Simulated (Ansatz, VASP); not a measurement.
ZnS in VASP and in Ansatz

```
Zn S
1.0
     0.00000    2.65030    2.65030
     2.65030    0.00000    2.65030
     2.65030    2.65030    0.00000
Zn S
1 1
Direct
  0.00000 0.00000 0.00000
  0.25000 0.25000 0.25000
```

Alike in both runs: task single point; functional HSE06; k mesh 4 × 4 × 4; occupations fermi-dirac, width 0.05 eV; no spin polarisation.

```csv
,VASP,Ansatz
version,VASP 6.6.1,Ansatz 0.2.0 development build
potentials or method,"VASP PAW PBE potentials, release 64 (Zn, S)","plane waves, PAW datasets (generated soft set 1)"
plane-wave cutoff (eV),520,420
valence electrons in the cell,18,18
```

|  | VASP | Ansatz | Ansatz less VASP |
| --- | --- | --- | --- |
| gap on the k mesh at the Fermi level (eV) | 3.62 | 3.63 | +0.003 |

The k mesh is coarse, so the values compare programs but aren't converged.
